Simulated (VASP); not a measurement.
# Sb in VASP: density of states with PBE

Aim: the density of states of Sb with PBE.

Program: VASP 6.6.1. These are calculated values, not measurements. Logs are shortened: lines on timing, memory, paths and dates and some standing lists are left out, and cuts for length are marked.

**1. The cell of the first run**

The cell holds a slab with vacuum, 5 atoms: a = 3.388 Å, b = 3.388 Å, c = 25.583 Å, α = 90.00°, β = 90.00°, γ = 90.00°.

**2. Density of states, PBE**

Input file POSCAR:

```
Sb
1.0
    3.3880510169      0.0000000000      0.0000000000
    0.0000000000      3.3880510169      0.0000000000
    0.0000000000      0.0000000000     25.5829000000
Sb
5
Direct
    0.0000000000      0.0000000000      0.3127097517
    0.5000000000      0.5000000000      0.4063548756
    0.0000000000      0.0000000000      0.5000000000
    0.5000000000      0.5000000000      0.5936451244
    0.0000000000      0.0000000000      0.6872902483
```

Input file INCAR.step1:

```
  PREC = Accurate
  ENCUT = 520
  EDIFF = 1E-6
  ISMEAR = -1
  SIGMA = 0.05
  LREAL = False
  LASPH = True
  NELM = 60
  ALGO = Normal
  ISIF = 2
  LWAVE = False
  LCHARG = True
  LDIPOL = True
  IDIPOL = 3
  DIPOL = 0.5 0.5 0.500
  GGA = PE
  NBANDS = 20
```

Input file KPOINTS.step1:

```
regular mesh
0
Gamma
  10 10 1
```

Input file INCAR.step2:

```
  PREC = Accurate
  ENCUT = 520
  EDIFF = 1E-6
  ISMEAR = -5
  SIGMA = 0.05
  LREAL = False
  LASPH = True
  NELM = 60
  ALGO = Normal
  ISIF = 2
  LWAVE = False
  LCHARG = False
  LDIPOL = True
  IDIPOL = 3
  DIPOL = 0.5 0.5 0.500
  GGA = PE
  LORBIT = 10
  NEDOS = 1001
  ICHARG = 11
```

Input file KPOINTS.step2:

```
regular mesh
0
Gamma
  15 15 1
```

Potentials or basis: VASP PAW PBE potentials, release 64 (Sb).

Command:

```bash
> cat potpaw_PBE.64/Sb/POTCAR > POTCAR
> cp INCAR.step1 INCAR
> cp KPOINTS.step1 KPOINTS
> mpirun -np 1 vasp_std > vasp.out
> cp INCAR.step2 INCAR
> cp KPOINTS.step2 KPOINTS
> mpirun -np 1 vasp_std > vasp.out
```

OUTCAR:

```text
PREC = Accurate
   ENCUT = 520
   EDIFF = 1E-6
   ISMEAR = -5
   LREAL = False
   LASPH = True
   NELM = 60
   ISIF = 2
   GGA = PE
   LORBIT = 10
   ICHARG = 11

 ion  position               nearest neighbor table
   1  0.000  0.000  0.313-   2 3.39   2 3.39   2 3.39   2 3.39
   2  0.500  0.500  0.406-   1 3.39   1 3.39   1 3.39   1 3.39   3 3.39   3 3.39   3 3.39   3 3.39

   3  0.000  0.000  0.500-   2 3.39   4 3.39   2 3.39   4 3.39   2 3.39   4 3.39   2 3.39   4 3.39

   4  0.500  0.500  0.594-   5 3.39   5 3.39   5 3.39   5 3.39   3 3.39   3 3.39   3 3.39   3 3.39

   5  0.000  0.000  0.687-   4 3.39   4 3.39   4 3.39   4 3.39

  LATTYP: Found a simple tetragonal cell.
 ALAT       =     3.3880510169
 C/A-ratio  =     7.5509193552

  Lattice vectors:

 A1 = (   3.3880510169,   0.0000000000,   0.0000000000)
 A2 = (   0.0000000000,   3.3880510169,   0.0000000000)
 A3 = (   0.0000000000,   0.0000000000,  25.5829000000)

Analysis of symmetry for initial positions (statically):
=====================================================================
 Subroutine PRICEL returns:
 Original cell was already a primitive cell.

 Routine SETGRP: Setting up the symmetry group for a
 simple tetragonal supercell.

 Subroutine GETGRP returns: Found 16 space group operations
 (whereof 16 operations were pure point group operations)
 out of a pool of 16 trial point group operations.

The static configuration has the point symmetry D_4h.

Analysis of symmetry for dynamics (positions and initial velocities):
=====================================================================
 Subroutine PRICEL returns:
 Original cell was already a primitive cell.

 Routine SETGRP: Setting up the symmetry group for a
 simple tetragonal supercell.

 Subroutine GETGRP returns: Found 16 space group operations
 (whereof 16 operations were pure point group operations)
 out of a pool of 16 trial point group operations.

The dynamic configuration has the point symmetry D_4h.

 Subroutine INISYM returns: Found 16 space group operations
 (whereof 16 operations are pure point group operations),
 and found     1 'primitive' translations

----------------------------------------------------------------------------------------

                                     Primitive cell

  volume of cell :     293.6633

[... 113 lines left out ...]
   IALGO  =     38    algorithm
   IMIX   =      4    mixing-type and parameters
     AMIX     =   0.40;   BMIX     =  1.00
     AMIX_MAG =   1.60;   BMIX_MAG =  1.00
  volume/ion in A,a.u.               =      58.73       396.35
  Fermi-wavevector in a.u.,A,eV,Ry     =   0.720175  1.360934  7.056697  0.518653
  Thomas-Fermi vector in A             =   1.809560
   LORBIT       =     10    0 simple, 1 ext, 2 COOP (PROOUT), +10 PAW based schemes
   GGA     = PE    functional components
   LHFCALC =     F    Hartree Fock is set to
   AEXX    =    0.0000 exact exchange contribution
   IVDW    =     0    specifies the selected vdW correction
   LEPSILON=     F    determine dielectric tensor
   LRPA    =     F    only Hartree local field effects (RPA)
 non-spin polarized calculation
 Fermi weights with tetrahedron method with Bloechl corrections
  energy-cutoff  :      520.00
  volume of cell :      293.66
 maximum number of plane-waves:      7942
 NGX is ok and might be reduce to    28

 number of electron      24.9999998 magnetization

 dipolmoment           0.000000      0.000000     -0.000000 electrons x Angstroem

 Free energy of the ion-electron system (eV)
  ---------------------------------------------------
  ext. energy  EPLUGINS =         0.00000000
  ---------------------------------------------------
  free energy    TOTEN  =       -18.62034390 eV

  energy without entropy =      -18.62034390  energy(sigma->0) =      -18.62034390

 E-fermi :   1.6445     XC(G=0):  -5.3897

 val. band max:        1.6438642478   @ k =   0.2000   0.0667   0.0000
 cond. band min:       1.6450098007   @ k =   0.2667   0.2667   0.0000
 fundamental gap:      0.0011455529
 Fermi energy:         1.6445166839

 k-point     1 :       0.0000    0.0000    0.0000
  band No.  band energies     occupation
      1     -10.9713      2.00000
      2     -10.2928      2.00000
      3      -9.2017      2.00000
      4      -7.9300      2.00000
      5      -6.6117      2.00000
      6      -2.4954      2.00000
[... 433 lines left out ...]
      3      -7.5423      2.00000
      4      -6.6915      2.00000
      5      -6.1926      2.00000
      6      -2.3688      2.00000
[... 8 lines left out ...]
     15       2.2917      0.00000
     16       2.7367      0.00000

 [... further k-points ...]

------------------------ aborting loop because EDIFF is reached ----------------------------------------

 vacuum level on the upper side and lower side of the slab       (xc-potential included)        -0.078        -0.078

  FORCE on cell =-STRESS in cart. coord.  units (eV):
  Direction    XX          YY          ZZ          XY          YZ          ZX
  --------------------------------------------------------------------------------------
  -------------------------------------------------------------------------------------
  Total       -2.1468255     -2.1468255     -2.2713397      0.0000000      0.0000000      0.0000000
  in kB      -11.7127178    -11.7127178    -12.3920463      0.0000000      0.0000000      0.0000000
  external PRESSURE =     -11.9391606 kB  Pullay stress =       0.0000000 kB

 VOLUME and BASIS-vectors are now :
 -----------------------------------------------------------------------------
  energy-cutoff  :      520.00
  volume of cell :      293.66
      direct lattice vectors                 reciprocal lattice vectors
     3.388051017  0.000000000  0.000000000     0.295154942  0.000000000  0.000000000
     0.000000000  3.388051017  0.000000000     0.000000000  0.295154942  0.000000000
     0.000000000  0.000000000 25.582900000     0.000000000  0.000000000  0.039088610

 POSITION                                       TOTAL-FORCE (eV/Angst)
 -----------------------------------------------------------------------------------
      0.00000      0.00000      8.00002         0.000000     -0.000000      0.359548
      1.69403      1.69403     10.39574        -0.000000      0.000000     -0.322084
      0.00000      0.00000     12.79145         0.000000     -0.000000      0.000000
      1.69403      1.69403     15.18716         0.000000      0.000000      0.322084
      0.00000      0.00000     17.58288         0.000000     -0.000000     -0.359548
 -----------------------------------------------------------------------------------
    total drift:                               -0.000000     -0.000000      0.000000

  FREE ENERGIE OF THE ION-ELECTRON SYSTEM (eV)
  ---------------------------------------------------
  free  energy   TOTEN  =       -18.6203439048 eV

  energy  without entropy=      -18.6203439048  energy(sigma->0) =      -18.62034390

 vacuum level on the upper side and lower side of the slab         5.767         5.767

 total charge

# of ion       s       p       d       tot
------------------------------------------
    1        1.241   1.046   0.022   2.310
    2        1.269   0.990   0.041   2.300
    3        1.253   1.041   0.037   2.331
    4        1.269   0.990   0.041   2.300
    5        1.241   1.046   0.022   2.310
--------------------------------------------------
tot          6.273   5.115   0.163  11.551
```

OUTCAR.step1:

```text
PREC = Accurate
   ENCUT = 520
   EDIFF = 1E-6
   ISMEAR = -1
   LREAL = False
   LASPH = True
   NELM = 60
   ISIF = 2
   GGA = PE

[... 714 lines left out ...]
      1.69403      1.69403     15.18716        -0.000000      0.000000      0.372276
      0.00000      0.00000     17.58288         0.000000     -0.000000     -0.354113
 -----------------------------------------------------------------------------------
    total drift:                                0.000000     -0.000000     -0.000000

  FREE ENERGIE OF THE ION-ELECTRON SYSTEM (eV)
  ---------------------------------------------------
  free  energy   TOTEN  =       -18.6411667805 eV

  energy  without entropy=      -18.5986195456  energy(sigma->0) =      -18.61989316

 vacuum level on the upper side and lower side of the slab         5.766         5.766
```

OSZICAR.step1:

```text
N       E                     dE             d eps       ncg     rms          rms(c)
DAV:   1     0.140340575604E+03    0.14034E+03   -0.74556E+03   840   0.883E+02
DAV:   2    -0.646987987443E+01   -0.14681E+03   -0.14128E+03  1192   0.153E+02
DAV:   3    -0.183219879452E+02   -0.11852E+02   -0.11622E+02  1036   0.489E+01
[... 13 lines left out ...]
DAV:  17    -0.186411450605E+02   -0.14024E-04   -0.12603E-06   772   0.319E-03    0.750E-04
DAV:  18    -0.186411584800E+02   -0.13419E-04   -0.73010E-07   668   0.198E-03    0.593E-04
DAV:  19    -0.186411654805E+02   -0.70005E-05   -0.62301E-07   700   0.162E-03    0.219E-04
DAV:  20    -0.186411666488E+02   -0.11683E-05   -0.66789E-08   620   0.655E-04    0.760E-05
DAV:  21    -0.186411667805E+02   -0.13168E-06   -0.78308E-09   532   0.285E-04
   1 F= -.18641167E+02 E0= -.18619893E+02  d E =-.425472E-01
```

It took 8.4 min on 1 thread of Intel Xeon 8259CL, shared host; peak memory 0.42 GiB.

What came out:

```yaml
Valence_electrons_inside_the_program's_atomic_spheres: Sb 2.31, 2.30, 2.33
```

Caveat: the bands computed are all filled at some k points, so no gap is given; spin-orbit coupling is left out, which moves the levels of the heavy elements.
